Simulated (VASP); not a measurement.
A run of VASP 6.6.1 is set up as follows.

INCAR

```
ALGO     = Normal         # electronic algorithm
EDIFF    = 1E-7           # SCF threshold, eV
ENCUT    = 520            # plane-wave cutoff, eV
GGA      = PE             # functional
ISIF     = 2              # what is computed and relaxed
ISMEAR   = -1             # smearing method
LASPH    = T              # aspherical terms in the spheres
LCHARG   = T              # write CHGCAR
LELF     = T              # ELF
LREAL    = F              # projectors in reciprocal space
LVHAR    = T            
LWAVE    = F              # write WAVECAR
NBANDS   = 12             # bands
NELM     = 60             # most SCF steps
PREC     = Accurate       # precision mode
SIGMA    = 0.1            # smearing width, eV
```

KPOINTS

```
k-points
0
Gamma
  14 14 14
```

The input POSCAR:

```
Cd
1.0
   -1.7514247090      1.7514247090      1.7514247090
    1.7514247090     -1.7514247090      1.7514247090
    1.7514247090      1.7514247090     -1.7514247090
Cd
1
Direct
    0.0000000000      0.0000000000      0.0000000000
```

Potentials or basis: VASP PAW PBE potentials, release 64 (Cd).

Launch:

```sh
$ cat potpaw_PBE.64/Cd/POTCAR > POTCAR
$ mpirun -np 1 vasp_std > vasp.out
```

(1) What does it give for the band gap on the k mesh?

(2) Estimate the pressure.

Answers

(1) zero (band 6 reaches 6.48 eV, above the bottom of band 7 at 2.15 eV).

(2) 4.3 GPa.
